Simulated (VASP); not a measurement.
SrInH3: single point with PBE

Crystal: SrInH3.

```xyz
5
Lattice="4.3758 0.0000 0.0000 0.0000 4.3758 0.0000 0.0000 0.0000 4.3758" Properties=species:S:1:pos:R:3 pbc="T T T"
Sr    2.1879    2.1879    2.1879
In    0.0000    0.0000    0.0000
H     2.1879    2.1879    0.0000
H     2.1879    0.0000    2.1879
H     0.0000    2.1879    2.1879
```

* Program: VASP 6.6.1
* Task: single point
* Functional: PBE
* Potentials or basis: VASP PAW PBE potentials, release 64 (Sr_sv, In_d, H)
* Cutoff: 520 eV
* k mesh: 4 × 4 × 4
* Occupations: gaussian, width 0.1 eV
* Spin: no spin polarisation

```json
{
  "Pressure": "5.1 GPa",
  "Band gap on the k mesh": "zero (band 13 reaches 2.42 eV, above the bottom of band 14 at 1.98 eV)"
}
```

Levels at points of the mesh, in eV from the Fermi level:
| k point | band 9 | band 10 | band 11 | band 12 | band 13 | band 14 | band 15 | band 16 | band 17 | band 18 |
| --- | --- | --- | --- | --- | --- | --- | --- | --- | --- | --- |
| (0.00, 0.00, 0.00) | -14.49 | -6.66 | -2.55 | -2.55 | -0.05 | 2.59 | 2.59 | 2.59 | 6.13 | 6.13 |
| (0.50, 0.00, 0.00) | -14.48 | -4.94 | -4.31 | -2.41 | 0.10 | 2.27 | 2.27 | 4.13 | 6.01 | 6.33 |
| (0.50, 0.50, 0.00) | -14.47 | -4.21 | -2.92 | -2.13 | -2.13 | 2.91 | 2.91 | 3.99 | 4.48 | 4.48 |
| (0.50, 0.50, 0.50) | -14.47 | -3.27 | -1.13 | -1.13 | -1.13 | -0.34 | -0.34 | -0.34 | 6.14 | 6.66 |

Wall time 33 s on 1 thread of Intel Xeon 6975P-C (shared host), peak memory 0.21 GiB.

Caveat: spin-orbit coupling is left out, which moves the levels of the heavy elements.
